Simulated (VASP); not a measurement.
A run of VASP 6.6.1 is set up as follows.

Contents of POSCAR:

```
N
1.0
    4.0840619700      0.0000000000      0.0000000000
    0.0000000000      4.0840619700      0.0000000000
    0.0000000000      0.0000000000      5.3459132500
N
4
Direct
    0.4042752000      0.5957248000      0.5000000000
    0.0957248000      0.0957248000      0.0000000000
    0.5957248000      0.4042752000      0.5000000000
    0.9042752000      0.9042752000      0.0000000000
```

INCAR.step1

```
SYSTEM = N
PREC = Accurate ; ENCUT = 520
EDIFF = 1E-5 ; ISMEAR = -1
SIGMA = 0.05 ; LREAL = .False.
LASPH = .True. ; NELM = 100
ALGO = Normal ; ISIF = 2
LWAVE = .True. ; LCHARG = .False.
GGA = PE ; NBANDS = 18
```

The input INCAR.step2:

```
SYSTEM = N
PREC = Accurate ; ENCUT = 520
EDIFF = 1E-6 ; ISMEAR = -1
SIGMA = 0.05 ; LREAL = .False.
LASPH = .True. ; NELM = 100
ALGO = Normal ; ISIF = 2
LWAVE = .False. ; LCHARG = .False.
GGA = PE ; LHFCALC = .True.
AEXX = 0.25 ; HFSCREEN = 0.15
PRECFOCK = Normal ; ISTART = 1
NBANDS = 18
```

File KPOINTS:

```
regular mesh
0
Gamma
  4 4 3
  0 0 0
```

Potentials or basis: VASP PAW PBE potentials, release 64 (N).

The run is started by

```console
$ cat potpaw_PBE.64/N/POTCAR > POTCAR
$ cp INCAR.step1 INCAR
$ mpirun -np 1 vasp_std > vasp.out
$ cp INCAR.step2 INCAR
$ mpirun -np 1 vasp_std > vasp.out
```

(1) What does it give for the largest force?

(2) What does it give for the pressure?

(3) Predict the band gap on the k mesh.

## Answers

(1) 0.616 eV/Å.

(2) -0.6 GPa.

(3) 9.37 eV, indirect (least direct gap 9.58 eV).

Caveat: the standard files for N, O and F lose accuracy on very short bonds; the PAW data sets were made with another functional, which shifts forces and pressure a little.
